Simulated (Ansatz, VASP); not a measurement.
One calculation of BN, two programs

The input INCAR:

```
SYSTEM = BN
PREC = Accurate
ENCUT = 520
EDIFF = 1E-6
ISMEAR = 0
SIGMA = 0.02
LREAL = .FALSE.
LASPH = .TRUE.
NELM = 80
ALGO = Normal
ISIF = 2
LWAVE = .FALSE.
LCHARG = .FALSE.
GGA = PE
NBANDS = 11
```

Contents of KPOINTS:

```
Automatic mesh
0
G
  12 12 12
  0 0 0
```

POSCAR

```
BN
1.0
    0.0000000000      1.8268341976      1.7724441676
    1.8268341976      0.0000000000      1.7724441676
    1.8268341976      1.8268341976      0.0000000000
B N
1 1
Direct
    0.0000000000      0.0000000000      0.0000000000
    0.7500000000      0.7500000000      0.7500000000
```

Input for Ansatz:

```yaml
crystal:
  lattice:
    - [0.0, 1.8268341976, 1.7724441676]
    - [1.8268341976, 0.0, 1.7724441676]
    - [1.8268341976, 1.8268341976, 0.0]
  atoms:
    - { symbol: B, position: [0.0, 0.0, 0.0] }
    - { symbol: "N", position: [0.75, 0.75, 0.75] }
basis:
  ecutwfc: 420
kpoints:
  mp_grid: { grid: [12, 12, 12] }
hamiltonian:
  xc: pbe
scf:
  occupations: { method: gaussian, width: 0.02 }
output:
  forces: true
  stress: true
  eigenvalues: true
```

Alike in both runs: task single point; functional PBE; k mesh 12 × 12 × 12; occupations gaussian, width 0.02 eV; no spin polarisation.

|  | VASP | Ansatz |
| --- | --- | --- |
| version | VASP 6.6.1 | Ansatz 0.2.0 |
| potentials or method | VASP PAW PBE potentials, release 64 (B, N), cutoff 520 eV | scalar-relativistic, plane waves, PAW |
| valence electrons in the cell | 8 | 8 |

|  | VASP | Ansatz | Ansatz less VASP |
| --- | --- | --- | --- |
| gap on the k mesh at the Fermi level (eV) | 3.93 | 3.94 | +0.012 |
| least direct gap on the mesh (eV) | 8.49 | 8.50 | +0.011 |
| pressure (GPa) | 2.6 | 2.4 | -0.26 |
| traceless stress, the component that is largest in VASP (GPa) | 11.85 | 11.84 | -0.008 |
